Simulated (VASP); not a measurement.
# TaN (Cm) in VASP: single point with PBEsol

Aim: the single point of TaN with PBEsol.

All numbers are computed with VASP 6.6.1; they aren't measurements. Logs are shortened: lines on timing, memory, paths and dates and some standing lists are left out, and cuts for length are marked.

## (1) The cell of the first run

Symmetry: Cm, No. 8, monoclinic system. Conventional cell: a = 5.408 Å, b = 3.122 Å, c = 12.403 Å, α = 90.00°, β = 102.59°, γ = 90.00°. Ta (site symmetry m) has 5 N at 2.09 to 2.51 Å within 2.8 Å. Ta (site symmetry m) has 4 N at 1.97 to 2.09 Å within 2.6 Å. Ta (site symmetry m) has 4 N at 1.97 to 2.09 Å within 2.6 Å. Ta (site symmetry m) has 4 N at 1.97 to 2.09 Å within 2.6 Å. N (site symmetry m) has 5 Ta at 2.09 to 2.51 Å within 2.8 Å. N (site symmetry m) has 4 Ta at 1.97 to 2.09 Å within 2.6 Å. N (site symmetry m) has 4 Ta at 1.97 to 2.09 Å within 2.6 Å. N (site symmetry m) has 4 Ta at 1.97 to 2.09 Å within 2.6 Å.

## (2) Single point, PBEsol

Contents of INCAR:

```
PREC     = Accurate       # precision mode
ENCUT    = 520            # plane-wave cutoff, eV
EDIFF    = 1E-6           # SCF threshold, eV
ISMEAR   = 0              # smearing method
SIGMA    = 0.15           # smearing width, eV
LREAL    = False          # projectors in reciprocal space
LASPH    = True           # aspherical terms in the spheres
NELM     = 60             # most SCF steps
ALGO     = Fast           # electronic algorithm
ISIF     = 2              # what is computed and relaxed
LWAVE    = False          # write WAVECAR
LCHARG   = False          # write CHGCAR
GGA      = PS             # functional
NBANDS   = 42             # bands
ISYM     = 0
```

Contents of KPOINTS:

```
Automatic mesh
0
Gamma
  14 14 4
```

Contents of POSCAR:

```
TaN
1.0
   -3.1222862254      0.0000000000      0.0000000000
   -1.5611431127     -2.7039791891      0.0000000000
   -0.7805715564     -1.3519895945     12.1049231048
Ta N
4 4
Direct
    0.3333333333     -0.1260639563      0.9187945792
    0.3333333333      0.1239360437      0.4187945792
    0.6666666667      0.5822693771      0.1687945792
    0.6666666667      0.3322693771      0.6687945792
    0.3333333333      0.2927306229      0.0812054208
    0.3333333333      0.0427306229      0.5812054208
    0.6666666667      0.5010639563      0.3312054208
    0.6666666667      0.2510639563      0.8312054208
```

Potentials or basis: VASP PAW PBE potentials, release 64 (Ta_pv, N).

The run is started by

```console
cat potpaw_PBE.64/Ta_pv/POTCAR potpaw_PBE.64/N/POTCAR > POTCAR
mpirun -np 1 vasp_std > vasp.out
```

OUTCAR:

```text
PREC = Accurate
   ENCUT = 520
   EDIFF = 1E-6
   ISMEAR = 0
   LREAL = False
   LASPH = True
   NELM = 60
   ISIF = 2
   GGA = PS
   ISYM = 0

 ion  position               nearest neighbor table
   1  0.333  0.874  0.919-   8 2.09   8 2.09   8 2.09   5 2.51   5 2.51   3 3.16   4 3.52   4 3.52
                             4 3.52
   2  0.333  0.124  0.419-   6 1.97   7 2.09   7 2.09   7 2.09   4 3.52   3 3.52   3 3.52   4 3.52
                             3 3.52   4 3.52
   3  0.667  0.582  0.169-   7 1.97   5 2.09   5 2.09   5 2.09   1 3.16   2 3.52   2 3.52   2 3.52

   4  0.667  0.332  0.669-   8 1.97   6 2.09   6 2.09   6 2.09   2 3.52   1 3.52   1 3.52   2 3.52
                             1 3.52   2 3.52
   5  0.333  0.293  0.081-   3 2.09   3 2.09   3 2.09   1 2.51   1 2.51
   6  0.333  0.043  0.581-   2 1.97   4 2.09   4 2.09   4 2.09
   7  0.667  0.501  0.331-   3 1.97   2 2.09   2 2.09   2 2.09
   8  0.667  0.251  0.831-   4 1.97   1 2.09   1 2.09   1 2.09

IMPORTANT INFORMATION: All symmetrisations will be switched off!
NOSYMM: (Re-)initialisation of all symmetry stuff for point group C_1.

----------------------------------------------------------------------------------------

                                     Primitive cell

  volume of cell :     102.1970

  direct lattice vectors                    reciprocal lattice vectors
    -3.122286225  0.000000000  0.000000000    -0.320278132  0.184912666 -0.000000000
    -1.561143113 -2.703979189  0.000000000     0.000000000 -0.369825332 -0.041305508
    -0.780571556 -1.351989595 12.104923105     0.000000000  0.000000000  0.082611016

  length of vectors
     3.122286225  3.122286225 12.205176410     0.369825332  0.372124873  0.082611016

  position of ions in fractional coordinates (direct lattice)
     0.333333333  0.873936044  0.918794579
     0.333333333  0.123936044  0.418794579
     0.666666667  0.582269377  0.168794579
     0.666666667  0.332269377  0.668794579
     0.333333333  0.292730623  0.081205421
     0.333333333  0.042730623  0.581205421
     0.666666667  0.501063956  0.331205421
     0.666666667  0.251063956  0.831205421

  ion indices of the primitive-cell ions
   primitive index   ion index
                 1           1
                 2           2
                 3           3
                 4           4
                 5           5
                 6           6
                 7           7
                 8           8

----------------------------------------------------------------------------------------

 KPOINTS: Automatic mesh

Automatic generation of k-mesh.
 Grid dimensions read from file:
 generate k-points for:   14   14    4

 Generating k-lattice:

  Cartesian coordinates                     Fractional coordinates (reciprocal lattice)
    -0.022877009  0.013208048 -0.000000000     0.071428571  0.000000000  0.000000000
     0.000000000 -0.026416095 -0.002950393     0.000000000  0.071428571 -0.000000000
     0.000000000  0.000000000  0.020652754     0.000000000  0.000000000  0.250000000

  Length of vectors
     0.026416095  0.026580348  0.020652754

  Shift w.r.t. Gamma in fractional coordinates (k-lattice)
     0.000000000  0.000000000  0.000000000

 -----------------------------------------------------------------------------
|                                                                             |
|           W    W    AA    RRRRR   N    N  II  N    N   GGGG   !!!           |
|           W    W   A  A   R    R  NN   N  II  NN   N  G    G  !!!           |
|           W    W  A    A  R    R  N N  N  II  N N  N  G       !!!           |
|           W WW W  AAAAAA  RRRRR   N  N N  II  N  N N  G  GGG   !            |
|           WW  WW  A    A  R   R   N   NN  II  N   NN  G    G                |
|           W    W  A    A  R    R  N    N  II  N    N   GGGG   !!!           |
|                                                                             |
|     Your reciprocal lattice and k-lattice belong to different lattice       |
|     classes:                                                                |
|                                                                             |
|        The reciprocal lattice is body-centered orthorhombic,                |
|        whereas your k-lattice is base-centered monoclinic.                  |
|                                                                             |
|     Results are often still useful ...                                      |
|                                                                             |
 -----------------------------------------------------------------------------

 WARNING: IBZKPT: internal override: KBLOWUP is changed to .FALSE.
      ... skipping the blow-up phase ...

 Subroutine IBZKPT returns following result:
 ===========================================

 Found    396 irreducible k-points:

 Following reciprocal coordinates:
            Coordinates               Weight
  0.000000  0.000000  0.000000      1.000000
  0.071429  0.000000 -0.000000      2.000000
  0.142857  0.000000 -0.000000      2.000000
  0.214286  0.000000 -0.000000      2.000000
  0.285714  0.000000 -0.000000      2.000000
  0.357143  0.000000  0.000000      2.000000
[... 16 lines left out ...]
  0.000000  0.142857  0.000000      2.000000
  0.071429  0.142857  0.000000      2.000000
 [... further k-points ...]
   k-points           NKPTS =    396   k-points in BZ     NKDIM =    396   number of bands    NBANDS=     42
   number of dos      NEDOS =    301   number of ions     NIONS =      8
   total plane-waves  NPLWV =  55296
   dimension x,y,z NGX =    24 NGY =   24 NGZ =   96
   dimension x,y,z NGXF=    48 NGYF=   48 NGZF=  192
   ions per type =               4   4
   NGX,Y,Z   is equivalent  to a cutoff of  12.78, 12.78, 13.08 a.u.
   NGXF,Y,Z  is equivalent  to a cutoff of  25.56, 25.56, 26.15 a.u.
 SYSTEM =  unknown system
   PREC   = accura    normal or accurate (medium, high low for compatibility)
   ISTART =      0    job   : 0-new  1-cont  2-samecut
   ICHARG =      2    charge: 1-file 2-atom 10-const
   ISPIN  =      1    spin polarized calculation?
   LNONCOLLINEAR =      F non collinear calculations
   LSORBIT =      F    spin-orbit coupling
   LASPH  =      T    aspherical Exc in radial PAW
   ENCUT  =  520.0 eV  38.22 Ry    6.18 a.u.   5.81  5.81 22.69*2*pi/ulx,y,z
   NELM   =     60;   NELMIN=  2; NELMDL= -5     # of ELM steps
   EDIFF  = 0.1E-05   stopping-criterion for ELM
   LREAL  =      F    real-space projection
   EDIFFG = 0.1E-04   stopping-criterion for IOM
   NSW    =      0    number of steps for IOM
   IBRION =     -1    ionic relax: 0-MD 1-quasi-New 2-CG
   NFREE  =      0    steps in history (QN), initial steepest desc. (CG)
   ISIF   =      2    stress and relaxation
   ISYM   =      0    0-nonsym 1-usesym 2-fastsym
   POTIM  = 0.5000    time-step for ionic-motion
   TEBEG  =    0.0;   TEEND  =   0.0 temperature during run
   PSTRESS=    0.0 pullay stress
   NELECT =      64.0000    total number of electrons
   NUPDOWN=      -1.0000    fix difference up-down
   EMIN   =  10.00;   EMAX   =-10.00  energy-range for DOS
   EFERMI =   0.00;   METHOD = LEGACY
   ISMEAR =     0;   SIGMA  =   0.15  broadening in eV -4-tet -1-fermi 0-gaus
   EFERMI_NEDOS =   21; number of points for ismear=-14 and -15
   IALGO  =     68    algorithm
   IMIX   =      4    mixing-type and parameters
     AMIX     =   0.40;   BMIX     =  1.00
     AMIX_MAG =   1.60;   BMIX_MAG =  1.00
  volume/ion in A,a.u.               =      12.77        86.21
  Fermi-wavevector in a.u.,A,eV,Ry     =   1.400626  2.646799 26.691265  1.961753
  Thomas-Fermi vector in A             =   2.523568
   LORBIT       =      0    0 simple, 1 ext, 2 COOP (PROOUT), +10 PAW based schemes
   GGA     = PS    functional components
   LHFCALC =     F    Hartree Fock is set to
   AEXX    =    0.0000 exact exchange contribution
   IVDW    =     0    specifies the selected vdW correction
   LEPSILON=     F    determine dielectric tensor
   LRPA    =     F    only Hartree local field effects (RPA)
 non-spin polarized calculation
 RMM-DIIS sequential band-by-band and
 Gauss-broadening in eV      SIGMA  =   0.15
  energy-cutoff  :      520.00
  volume of cell :      102.20
 maximum number of plane-waves:      2774
   NGX = 11   NGY = 11   NGZ = 45

 number of electron      63.9999998 magnetization

 Free energy of the ion-electron system (eV)
  ---------------------------------------------------
  ext. energy  EPLUGINS =         0.00000000
  ---------------------------------------------------
  free energy    TOTEN  =       -90.82910790 eV

  energy without entropy =      -90.80018615  energy(sigma->0) =      -90.81464703

 E-fermi :   6.5298     XC(G=0): -12.4293

 val. band max:        6.5270091895   @ k =   0.5000   0.2143   0.2500
 cond. band min:       6.5319547754   @ k =  -0.4286   0.2857   0.2500
 fundamental gap:      0.0049455859
 Fermi energy:         6.5297650725

 k-point     1 :       0.0000    0.0000    0.0000
  band No.  band energies     occupation
      1     -29.1924      2.00000
      2     -28.8748      2.00000
      3     -28.7426      2.00000
      4     -28.7290      2.00000
      5     -28.7286      2.00000
      6     -28.5390      2.00000
[... 34 lines left out ...]
     41       9.1708      0.00000
     42      10.0076      0.00000

 k-point     2 :       0.0714    0.0000   -0.0000
  band No.  band energies     occupation
      1     -29.1868      2.00000
      2     -28.8696      2.00000
      3     -28.7712      2.00000
      4     -28.7357      2.00000
      5     -28.7251      2.00000
      6     -28.5372      2.00000
[... 979 lines left out ...]
     41       9.4606      0.00000
     42      10.0844      0.00000

 k-point    24 :       0.0714    0.1429    0.0000
  band No.  band energies     occupation
      1     -29.1744      2.00000
      2     -28.8624      2.00000
      3     -28.8158      2.00000
      4     -28.7589      2.00000
      5     -28.7174      2.00000
      6     -28.5334      2.00000
[... 34 lines left out ...]
     41       9.3839      0.00000
     42       9.9678      0.00000

 [... further k-points ...]

------------------------ aborting loop because EDIFF is reached ----------------------------------------

  FORCE on cell =-STRESS in cart. coord.  units (eV):
  Direction    XX          YY          ZZ          XY          YZ          ZX
  --------------------------------------------------------------------------------------
  -------------------------------------------------------------------------------------
  Total       -1.4183481     -3.2611745     -2.6576662     -1.5956027     -0.2319316      0.4001126
  in kB      -22.2359310    -51.1265553    -41.6651475    -25.0148128     -3.6360717      6.2727030
  external PRESSURE =     -38.3425446 kB  Pullay stress =       0.0000000 kB

 VOLUME and BASIS-vectors are now :
 -----------------------------------------------------------------------------
  energy-cutoff  :      520.00
  volume of cell :      102.20
      direct lattice vectors                 reciprocal lattice vectors
    -3.122286225  0.000000000  0.000000000    -0.320278132  0.184912666 -0.000000000
    -1.561143113 -2.703979189  0.000000000     0.000000000 -0.369825332 -0.041305508
    -0.780571556 -1.351989595 12.104923105     0.000000000  0.000000000  0.082611016

 POSITION                                       TOTAL-FORCE (eV/Angst)
 -----------------------------------------------------------------------------------
     -3.12229     -3.60531     11.12194         0.204051     -0.117459      1.174385
     -1.56114     -0.90133      5.06948         0.081954     -0.047154     -0.063720
     -3.12229     -1.80265      2.04325         0.196082     -0.113070      0.322114
     -3.12229     -1.80265      8.09571         0.037405     -0.021485      0.034308
     -1.56114     -0.90133      0.98299        -0.295818      0.170570     -2.619958
     -1.56114     -0.90133      7.03545        -0.004111      0.002229     -0.076726
     -3.12229     -1.80265      4.00922        -0.042044      0.024135      0.357669
     -3.12229     -1.80265     10.06168        -0.177519      0.102233      0.871929
 -----------------------------------------------------------------------------------
    total drift:                               -0.000025     -0.000111      0.000191

  FREE ENERGIE OF THE ION-ELECTRON SYSTEM (eV)
  ---------------------------------------------------
  free  energy   TOTEN  =       -90.8291079035 eV

  energy  without entropy=      -90.8001861511  energy(sigma->0) =      -90.81464703
```

Wall time 54 min (1 thread of Oxide Virtual Turin-like, shared host); peak memory 1.1 GiB.

What came out:

| Property | Result |
| --- | --- |
| Free energy | -90.8291 eV |
| Pressure | -3.8 GPa |
| Largest force | 2.642 eV/Å |
| Band gap on the k mesh | zero (bands 32 and 33 overlap by 0.35 eV) |

Forces in eV/Å, atoms in the order of the input:
```
Ta   0.204 -0.117  1.174
Ta   0.082 -0.047 -0.064
Ta   0.196 -0.113  0.322
Ta   0.037 -0.021  0.034
N   -0.296  0.171 -2.620
N   -0.004  0.002 -0.077
N   -0.042  0.024  0.358
N   -0.178  0.102  0.872
```

Levels at points of the mesh, in eV from the Fermi level:
```tsv
k point	band 29	band 30	band 31	band 32	band 33	band 34	band 35	band 36
(0.00, 0.00, 0.00)	-0.76	-0.18	0.12	0.18	0.28	0.47	0.56	0.85
(0.50, 0.00, 0.00)	-1.81	-1.74	-0.58	-0.43	1.16	1.26	1.89	2.20
(0.00, 0.50, 0.00)	-1.93	-1.25	-0.53	-0.25	1.27	1.31	1.68	2.15
(0.50, 0.50, 0.00)	-2.01	-1.15	-0.61	-0.21	1.26	1.32	1.72	2.20
(0.00, 0.00, 0.50)	-0.38	-0.36	-0.29	0.13	0.24	0.49	0.93	0.95
(0.50, 0.00, 0.50)	-2.25	-1.08	-0.86	-0.39	1.20	1.24	1.72	2.33
(0.00, 0.50, 0.50)	-2.01	-1.15	-0.61	-0.21	1.26	1.32	1.72	2.20
(0.50, 0.50, 0.50)	-1.93	-1.25	-0.53	-0.25	1.27	1.31	1.68	2.15
```

Caveat: the cell stands under tension; the PAW data sets were made with another functional, which shifts forces and pressure a little; spin-orbit coupling is left out, which moves the levels of the heavy elements.
